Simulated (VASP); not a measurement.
# HfC (P6_3/mmc) in VASP: notebook

The runs below take HfC through single point, with LDA.

All numbers are computed with VASP 6.6.1; they aren't measurements. Logs are shortened: lines on timing, memory, paths and dates and some standing lists are left out, and cuts for length are marked.

## Step 1: The cell of the first run

Symmetry: P6_3/mmc, No. 194, hexagonal system. Conventional cell: a = 3.343 Å, b = 3.343 Å, c = 5.203 Å, α = 90.00°, β = 90.00°, γ = 120.00°. Within 3.1 Å of Hf (site symmetry -6m2) lie 6 C at 2.33 Å. C (site symmetry -3m) has 6 Hf at 2.33 Å and 2 C at 2.60 Å within 3.1 Å.

## Step 2: Single point, LDA

File INCAR:

```
SYSTEM = HfC
PREC     = Accurate       ! precision mode
ENCUT    = 520            ! plane-wave cutoff, eV
EDIFF    = 1E-6           ! SCF threshold, eV
ISMEAR   = -1             ! smearing method
SIGMA    = 0.1            ! smearing width, eV
LREAL    = .FALSE.        ! projectors in reciprocal space
LASPH    = .TRUE.         ! aspherical terms in the spheres
NELM     = 100            ! most SCF steps
ALGO     = Normal         ! electronic algorithm
ISIF     = 2              ! what is computed and relaxed
LWAVE    = .FALSE.        ! write WAVECAR
LCHARG   = .FALSE.        ! write CHGCAR
NBANDS   = 22             ! bands
```

File KPOINTS:

```
regular mesh
0
G
  9 9 5
  0 0 0
```

File POSCAR:

```
HfC
1.0
    3.3428660500      0.0000000000      0.0000000000
   -1.6714330300      2.8950069200      0.0000000000
    0.0000000000      0.0000000000      5.2027140000
Hf C
2 2
Direct
    0.6666666705      0.3333333310      0.7500000000
    0.3333333312      0.6666666724      0.2500000000
    0.0000000000      0.0000000000      0.0000000000
    0.0000000000      0.0000000000      0.5000000000
```

Potentials or basis: VASP PAW LDA potentials, release 64 (Hf_pv, C).

Launch:

```bash
cat potpaw_LDA.64/Hf_pv/POTCAR potpaw_LDA.64/C/POTCAR > POTCAR
mpirun -np 1 vasp_std > vasp.out
```

OUTCAR:

```text
SYSTEM = HfC
   PREC = Accurate
   ENCUT = 520
   EDIFF = 1E-6
   ISMEAR = -1
   LREAL = .FALSE.
   LASPH = .TRUE.
   NELM = 100
   ISIF = 2

 ion  position               nearest neighbor table
   1  0.667  0.333  0.750-   3 2.33   4 2.33   3 2.33   4 2.33   3 2.33   4 2.33   2 3.24   2 3.24
                             2 3.24   2 3.24   2 3.24   2 3.24
   2  0.333  0.667  0.250-   3 2.33   4 2.33   3 2.33   4 2.33   3 2.33   4 2.33   1 3.24   1 3.24
                             1 3.24   1 3.24   1 3.24   1 3.24
   3  0.000  0.000  0.000-   2 2.33   1 2.33   2 2.33   1 2.33   1 2.33   2 2.33
   4  0.000  0.000  0.500-   2 2.33   1 2.33   2 2.33   1 2.33   1 2.33   2 2.33

  LATTYP: Found a hexagonal cell.
 ALAT       =     3.3428660500
 C/A-ratio  =     1.5563632889

  Lattice vectors:

 A1 = (   3.3428660500,   0.0000000000,   0.0000000000)
 A2 = (  -1.6714330300,   2.8950069200,   0.0000000000)
 A3 = (   0.0000000000,   0.0000000000,   5.2027140000)

Analysis of symmetry for initial positions (statically):
=====================================================================
 Subroutine PRICEL returns:
 Original cell was already a primitive cell.

 Routine SETGRP: Setting up the symmetry group for a
 hexagonal supercell.

 Subroutine GETGRP returns: Found 24 space group operations
 (whereof 12 operations were pure point group operations)
 out of a pool of 24 trial point group operations.

The static configuration has the point symmetry D_3d.
 The point group associated with its full space group is D_6h.

Analysis of symmetry for dynamics (positions and initial velocities):
=====================================================================
 Subroutine PRICEL returns:
 Original cell was already a primitive cell.

 Routine SETGRP: Setting up the symmetry group for a
 hexagonal supercell.

 Subroutine GETGRP returns: Found 24 space group operations
 (whereof 12 operations were pure point group operations)
 out of a pool of 24 trial point group operations.

The dynamic configuration has the point symmetry D_3d.
 The point group associated with its full space group is D_6h.

 Subroutine INISYM returns: Found 24 space group operations
 (whereof 12 operations are pure point group operations),
 and found     1 'primitive' translations

----------------------------------------------------------------------------------------

                                     Primitive cell

  volume of cell :      50.3499

  direct lattice vectors                    reciprocal lattice vectors
     3.342866050  0.000000000  0.000000000     0.299144502  0.172711159  0.000000000
    -1.671433030  2.895006920  0.000000000     0.000000000  0.345422318  0.000000000
     0.000000000  0.000000000  5.202714000     0.000000000  0.000000000  0.192207375

  length of vectors
     3.342866050  3.342866052  5.202714000     0.345422318  0.345422318  0.192207375

  position of ions in fractional coordinates (direct lattice)
     0.666666670  0.333333331  0.750000000
     0.333333331  0.666666672  0.250000000
     0.000000000  0.000000000  0.000000000
     0.000000000  0.000000000  0.500000000

  ion indices of the primitive-cell ions
   primitive index   ion index
                 1           1
                 2           2
                 3           3
                 4           4

----------------------------------------------------------------------------------------

 KPOINTS: regular mesh

Automatic generation of k-mesh.
 Grid dimensions read from file:
 generate k-points for:    9    9    5

 Generating k-lattice:

  Cartesian coordinates                     Fractional coordinates (reciprocal lattice)
     0.033238278  0.019190129  0.000000000     0.111111111 -0.000000000  0.000000000
     0.000000000  0.038380258  0.000000000     0.000000000  0.111111111  0.000000000
     0.000000000  0.000000000  0.038441475     0.000000000  0.000000000  0.200000000

  Length of vectors
     0.038380258  0.038380258  0.038441475

  Shift w.r.t. Gamma in fractional coordinates (k-lattice)
     0.000000000  0.000000000  0.000000000

 Subroutine IBZKPT returns following result:
 ===========================================

 Found     36 irreducible k-points:

 Following reciprocal coordinates:
            Coordinates               Weight
  0.000000  0.000000  0.000000      1.000000
  0.111111  0.000000  0.000000      6.000000
  0.222222  0.000000  0.000000      6.000000
  0.333333  0.000000  0.000000      6.000000
  0.444444  0.000000  0.000000      6.000000
  0.111111  0.111111  0.000000      6.000000
[... 16 lines left out ...]
  0.333333  0.222222  0.200000     24.000000
  0.333333  0.333333  0.200000      4.000000
 [... further k-points ...]
   k-points           NKPTS =     36   k-points in BZ     NKDIM =     36   number of bands    NBANDS=     22
   number of dos      NEDOS =    301   number of ions     NIONS =      4
   total plane-waves  NPLWV =  31360
   dimension x,y,z NGX =    28 NGY =   28 NGZ =   40
   dimension x,y,z NGXF=    56 NGYF=   56 NGZF=   80
   ions per type =               2   2
   NGX,Y,Z   is equivalent  to a cutoff of  13.92, 13.92, 12.78 a.u.
   NGXF,Y,Z  is equivalent  to a cutoff of  27.85, 27.85, 25.56 a.u.
 SYSTEM =  HfC
   PREC   = accura    normal or accurate (medium, high low for compatibility)
   ISTART =      0    job   : 0-new  1-cont  2-samecut
   ICHARG =      2    charge: 1-file 2-atom 10-const
   ISPIN  =      1    spin polarized calculation?
   LNONCOLLINEAR =      F non collinear calculations
   LSORBIT =      F    spin-orbit coupling
   LASPH  =      T    aspherical Exc in radial PAW
   ENCUT  =  520.0 eV  38.22 Ry    6.18 a.u.   6.22  6.22  9.67*2*pi/ulx,y,z
   NELM   =    100;   NELMIN=  2; NELMDL= -5     # of ELM steps
   EDIFF  = 0.1E-05   stopping-criterion for ELM
   LREAL  =      F    real-space projection
   EDIFFG = 0.1E-04   stopping-criterion for IOM
   NSW    =      0    number of steps for IOM
   IBRION =     -1    ionic relax: 0-MD 1-quasi-New 2-CG
   NFREE  =      0    steps in history (QN), initial steepest desc. (CG)
   ISIF   =      2    stress and relaxation
   ISYM   =      2    0-nonsym 1-usesym 2-fastsym
   POTIM  = 0.5000    time-step for ionic-motion
   TEBEG  =    0.0;   TEEND  =   0.0 temperature during run
   PSTRESS=    0.0 pullay stress
   NELECT =      28.0000    total number of electrons
   NUPDOWN=      -1.0000    fix difference up-down
   EMIN   =  10.00;   EMAX   =-10.00  energy-range for DOS
   EFERMI =   0.00;   METHOD = LEGACY
   ISMEAR =    -1;   SIGMA  =   0.10  broadening in eV -4-tet -1-fermi 0-gaus
   EFERMI_NEDOS =   21; number of points for ismear=-14 and -15
   IALGO  =     38    algorithm
   IMIX   =      4    mixing-type and parameters
     AMIX     =   0.40;   BMIX     =  1.00
     AMIX_MAG =   1.60;   BMIX_MAG =  1.00
  volume/ion in A,a.u.               =      12.59        84.94
  Fermi-wavevector in a.u.,A,eV,Ry     =   1.346257  2.544057 24.659309  1.812408
  Thomas-Fermi vector in A             =   2.474104
   LORBIT       =      0    0 simple, 1 ext, 2 COOP (PROOUT), +10 PAW based schemes
   GGA     = CA    functional components
   LHFCALC =     F    Hartree Fock is set to
   AEXX    =    0.0000 exact exchange contribution
   IVDW    =     0    specifies the selected vdW correction
   LEPSILON=     F    determine dielectric tensor
   LRPA    =     F    only Hartree local field effects (RPA)
 non-spin polarized calculation
  energy-cutoff  :      520.00
  volume of cell :       50.35
 maximum number of plane-waves:      1375
 NGX is ok and might be reduce to    28
   NGX = 13   NGY = 13   NGZ = 19

 number of electron      28.0000002 magnetization

 Free energy of the ion-electron system (eV)
  ---------------------------------------------------
  ext. energy  EPLUGINS =         0.00000000
  ---------------------------------------------------
  free energy    TOTEN  =       -44.94745296 eV

  energy without entropy =      -44.92598552  energy(sigma->0) =      -44.93671924

 E-fermi :   6.2627     XC(G=0): -12.4791

 val. band max:        6.2088756676   @ k =   0.2222   0.2222   0.2000
 cond. band min:       6.3080875050   @ k =   0.1111   0.1111   0.2000
 fundamental gap:      0.0992118374
 Fermi energy:         6.2626676560

 k-point     1 :       0.0000    0.0000    0.0000
  band No.  band energies     occupation
      1     -24.1653      2.00000
      2     -23.5870      2.00000
      3     -23.5870      2.00000
      4     -23.4952      2.00000
      5     -23.4952      2.00000
      6     -23.4102      2.00000
[... 14 lines left out ...]
     21      10.4076      0.00000
     22      14.3679      0.00000

 k-point     2 :       0.1111    0.0000    0.0000
  band No.  band energies     occupation
      1     -24.1363      2.00000
      2     -23.6452      2.00000
      3     -23.6091      2.00000
      4     -23.5497      2.00000
      5     -23.4978      2.00000
      6     -23.4215      2.00000
[... 14 lines left out ...]
     21      11.0377      0.00000
     22      13.8239      0.00000

 k-point     3 :       0.2222    0.0000    0.0000
  band No.  band energies     occupation
      1     -24.0564      2.00000
      2     -23.7939      2.00000
      3     -23.6804      2.00000
      4     -23.6593      2.00000
      5     -23.5098      2.00000
      6     -23.4563      2.00000
[... 14 lines left out ...]
     21      12.6081      0.00000
     22      12.8314      0.00000
[... 476 lines left out ...]
 k-point    23 :       0.3333    0.2222    0.2000
  band No.  band energies     occupation
      1     -24.0378      2.00000
      2     -23.9455      2.00000
      3     -23.8487      2.00000
      4     -23.7188      2.00000
      5     -23.6691      2.00000
      6     -23.5664      2.00000
[... 14 lines left out ...]
     21      13.2476      0.00000
     22      13.7131      0.00000

 k-point    24 :       0.3333    0.3333    0.2000
  band No.  band energies     occupation
      1     -24.0048      2.00000
      2     -23.9136      2.00000
      3     -23.9136      2.00000
      4     -23.7738      2.00000
      5     -23.6190      2.00000
      6     -23.6190      2.00000
[... 14 lines left out ...]
     21      14.1299      0.00000
     22      14.1299      0.00000

 [... further k-points ...]
[... 5 lines left out ...]
  --------------------------------------------------------------------------------------
  -------------------------------------------------------------------------------------
  Total       -4.2006585     -4.2006585     -3.2440823      0.0000000      0.0000000      0.0000000
  in kB     -133.6686068   -133.6686067   -103.2295201      0.0000002      0.0000000      0.0000000
  external PRESSURE =    -123.5222445 kB  Pullay stress =       0.0000000 kB

 VOLUME and BASIS-vectors are now :
 -----------------------------------------------------------------------------
  energy-cutoff  :      520.00
  volume of cell :       50.35
      direct lattice vectors                 reciprocal lattice vectors
     3.342866050  0.000000000  0.000000000     0.299144502  0.172711159  0.000000000
    -1.671433030  2.895006920  0.000000000     0.000000000  0.345422318  0.000000000
     0.000000000  0.000000000  5.202714000     0.000000000  0.000000000  0.192207375

 POSITION                                       TOTAL-FORCE (eV/Angst)
 -----------------------------------------------------------------------------------
      1.67143      0.96500      3.90204        -0.000000     -0.000000      0.000000
     -0.00000      1.93000      1.30068         0.000000      0.000000      0.000000
      0.00000      0.00000      0.00000        -0.000000      0.000000      0.000000
      0.00000      0.00000      2.60136        -0.000000      0.000000      0.000000
 -----------------------------------------------------------------------------------
    total drift:                               -0.000002      0.000002      0.000000

  FREE ENERGIE OF THE ION-ELECTRON SYSTEM (eV)
  ---------------------------------------------------
  free  energy   TOTEN  =       -44.9474529648 eV

  energy  without entropy=      -44.9259855238  energy(sigma->0) =      -44.93671924
```

Wall time 19 s (1 thread of Intel Xeon 6975P-C (Granite Rapids), shared host); peak memory 0.17 GiB.

What came out:

```yaml
Free_energy: -44.9475 eV
Pressure: -12.4 GPa
Band_gap_on_the_k_mesh: zero (band 14 reaches 7.27 eV, above the bottom of band 15 at 6.21 eV)
```

Caveat: spin-orbit coupling is left out, which moves the levels of the heavy elements.

## Step 3: Single point, LDA

File INCAR:

```
PREC     = Accurate       # precision mode
ENCUT    = 520            # plane-wave cutoff, eV
EDIFF    = 1E-7           # SCF threshold, eV
ISMEAR   = -1             # smearing method
SIGMA    = 0.1            # smearing width, eV
LREAL    = F              # projectors in reciprocal space
LASPH    = T              # aspherical terms in the spheres
NELM     = 60             # most SCF steps
ALGO     = Normal         # electronic algorithm
ISIF     = 2              # what is computed and relaxed
LWAVE    = F              # write WAVECAR
LCHARG   = T              # write CHGCAR
GGA      = CA             # functional
LELF     = T              # ELF
LVHAR    = T            
NBANDS   = 22             # bands
```

File KPOINTS:

```
Automatic mesh
0
Gamma
  9 9 5
```

POSCAR is that of step 2.

Potentials or basis: VASP PAW LDA potentials, release 64 (Hf_pv, C).

Launch:

```bash
cat potpaw_LDA.64/Hf_pv/POTCAR potpaw_LDA.64/C/POTCAR > POTCAR
mpirun -np 1 vasp_std > vasp.out
```

OUTCAR:

```text
PREC = Accurate
   ENCUT = 520
   EDIFF = 1E-7
   ISMEAR = -1
   LREAL = F
   LASPH = T
   NELM = 60
   ISIF = 2
   GGA = CA

 ion  position               nearest neighbor table
   1  0.667  0.333  0.750-   3 2.33   4 2.33   3 2.33   4 2.33   3 2.33   4 2.33   2 3.24   2 3.24
                             2 3.24   2 3.24   2 3.24   2 3.24
   2  0.333  0.667  0.250-   3 2.33   4 2.33   3 2.33   4 2.33   3 2.33   4 2.33   1 3.24   1 3.24
                             1 3.24   1 3.24   1 3.24   1 3.24
   3  0.000  0.000  0.000-   2 2.33   1 2.33   2 2.33   1 2.33   1 2.33   2 2.33
[... 806 lines left out ...]
  -------------------------------------------------------------------------------------
  Total       -4.2025322     -4.2025322     -3.2471719      0.0000000      0.0000000      0.0000000
  in kB     -133.7282315   -133.7282315   -103.3278357      0.0000002      0.0000000      0.0000000
  external PRESSURE =    -123.5947662 kB  Pullay stress =       0.0000000 kB

 VOLUME and BASIS-vectors are now :
 -----------------------------------------------------------------------------
  energy-cutoff  :      520.00
  volume of cell :       50.35
      direct lattice vectors                 reciprocal lattice vectors
     3.342866050  0.000000000  0.000000000     0.299144502  0.172711159  0.000000000
    -1.671433030  2.895006920  0.000000000     0.000000000  0.345422318  0.000000000
     0.000000000  0.000000000  5.202714000     0.000000000  0.000000000  0.192207375

 POSITION                                       TOTAL-FORCE (eV/Angst)
 -----------------------------------------------------------------------------------
      1.67143      0.96500      3.90204        -0.000000     -0.000000      0.000000
     -0.00000      1.93000      1.30068         0.000000      0.000000      0.000000
      0.00000      0.00000      0.00000         0.000000      0.000000      0.000000
      0.00000      0.00000      2.60136         0.000000      0.000000      0.000000
 -----------------------------------------------------------------------------------
    total drift:                               -0.000002      0.000002      0.000000

  FREE ENERGIE OF THE ION-ELECTRON SYSTEM (eV)
  ---------------------------------------------------
  free  energy   TOTEN  =       -44.9474526730 eV

  energy  without entropy=      -44.9259845276  energy(sigma->0) =      -44.93671860
```

OSZICAR:

```text
N       E                     dE             d eps       ncg     rms          rms(c)
DAV:   1     0.833144038743E+02    0.83314E+02   -0.15469E+04  1584   0.124E+03
DAV:   2    -0.457517344564E+02   -0.12907E+03   -0.12353E+03  2084   0.284E+02
DAV:   3    -0.508878632448E+02   -0.51361E+01   -0.50844E+01  2054   0.412E+01
DAV:   4    -0.509417618391E+02   -0.53899E-01   -0.53839E-01  2000   0.466E+00
DAV:   5    -0.509423260659E+02   -0.56423E-03   -0.56414E-03  2116   0.423E-01    0.763E+01
DAV:   6    -0.453772791535E+02    0.55650E+01   -0.47816E+01  1874   0.237E+01    0.573E+01
DAV:   7    -0.450383708221E+02    0.33891E+00   -0.39371E+00  1796   0.856E+00    0.274E+01
DAV:   8    -0.449686683927E+02    0.69702E-01   -0.26236E-01  1962   0.298E+00    0.522E+00
DAV:   9    -0.449520801680E+02    0.16588E-01   -0.20954E-01  1864   0.168E+00    0.383E+00
DAV:  10    -0.449480859498E+02    0.39942E-02   -0.11733E-02  1982   0.566E-01    0.616E-01
DAV:  11    -0.449474785010E+02    0.60745E-03   -0.28483E-03  1920   0.230E-01    0.382E-01
DAV:  12    -0.449474524105E+02    0.26091E-04   -0.19044E-04  2098   0.592E-02    0.235E-02
DAV:  13    -0.449474529650E+02   -0.55458E-06   -0.42608E-06  1976   0.113E-02    0.172E-02
DAV:  14    -0.449474527442E+02    0.22084E-06   -0.52612E-07  1956   0.320E-03    0.642E-03
DAV:  15    -0.449474526730E+02    0.71237E-07   -0.36345E-07  1684   0.267E-03
   1 F= -.44947453E+02 E0= -.44936719E+02  d E =-.214681E-01
```

It took 23 s on 1 thread of Intel Xeon 6975P-C (Granite Rapids), shared host; peak memory 0.17 GiB.

What came out:

```
Free energy            : -44.9475 eV
Pressure               : -12.4 GPa
Band gap on the k mesh : zero (band 14 reaches 7.27 eV, above the bottom of band 15 at 6.21 eV)
```

Caveat: spin-orbit coupling is left out, which moves the levels of the heavy elements.
